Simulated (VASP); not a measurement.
Here is a VASP 6.6.1 calculation.

INCAR

```
PREC     = Accurate       # precision mode
ENCUT    = 600            # plane-wave cutoff, eV
EDIFF    = 1E-6           # SCF threshold, eV
ISMEAR   = -1             # smearing method
SIGMA    = 0.1            # smearing width, eV
LREAL    = False          # projectors in reciprocal space
LASPH    = True           # aspherical terms in the spheres
NELM     = 60             # most SCF steps
ALGO     = Normal         # electronic algorithm
ISIF     = 3              # what is computed and relaxed
LWAVE    = False          # write WAVECAR
LCHARG   = False          # write CHGCAR
GGA      = RP             # functional
IBRION   = 2              # ionic algorithm
NSW      = 80             # ionic steps
EDIFFG   = -0.01          # ionic threshold
```

File KPOINTS:

```
regular mesh
0
Gamma
  11 11 3
```

Contents of POSCAR:

```
Mg
1.0
    3.2030520135      0.0000000000      0.0000000000
   -1.6015260067      2.7739244133      0.0000000000
    0.0000000000      0.0000000000     10.4611678760
Mg
4
Direct
    0.0000000000      0.0000000000      0.0000000000
    0.0000000000      0.0000000000      0.5000000000
    0.3333333333      0.6666666667      0.2500000000
    0.6666666667      0.3333333333      0.7500000000
```

Potentials or basis: VASP PAW PBE potentials, release 64 (Mg).

Run with:

```bash
$ cat potpaw_PBE.64/Mg/POTCAR > POTCAR
$ mpirun -np 1 vasp_std > vasp.out
```

Problem. What does it give for the band gap on the k mesh?

Solution. Zero (bands 4 and 5 overlap by 2.15 eV).

Problem. Predict the relaxed cell.

Solution. a = 3.224 Å, b = 3.224 Å, c = 10.503 Å, α = 90.00°, β = 90.00°, γ = 120.00°.

Problem. Predict the relaxed volume.

Solution. 23.64 Å³/atom.

Stress tensor (GPa, compression positive):
```
 0.02  0.00  0.00
 0.00  0.02  0.00
 0.00  0.00 -0.07
```

Caveat: the PAW data sets were made with another functional, which shifts forces and pressure a little.
